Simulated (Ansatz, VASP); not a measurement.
# WS2 in VASP and in Ansatz

```xyz
3
Lattice="3.0330 0.0000 0.0000 -1.5165 2.6267 0.0000 0.0000 0.0000 32.2911" Properties=species:S:1:pos:R:3 pbc="T T T"
S     0.0000    1.7511   14.6927
S     0.0000    1.7511   17.5987
W     1.5165    0.8756   16.1457
```

Alike in both runs: task single point; functional PBE; dispersion D3(BJ); k mesh 12 × 12 × 1; occupations gaussian, width 0.02 eV; no spin polarisation.

```csv
,VASP,Ansatz
version,VASP 6.6.1,Ansatz 0.2.0
potentials or method,"VASP PAW PBE potentials, release 64 (S, W_sv), cutoff 520 eV","scalar-relativistic, plane waves, PAW"
valence electrons in the cell,26,26
```

Ansatz gave:

| Quantity | Value |
| --- | --- |
| gap on the k mesh at the Fermi level (eV) | 1.86 |
| least direct gap on the mesh (eV) | 2.02 |
| rms of the force components (eV/Å) | 2.067 |

Q: Which values does VASP return?

A: gap on the k mesh at the Fermi level (eV): 1.88; least direct gap on the mesh (eV): 2.03; rms of the force components (eV/Å): 2.064.

Spin-orbit coupling is off throughout.
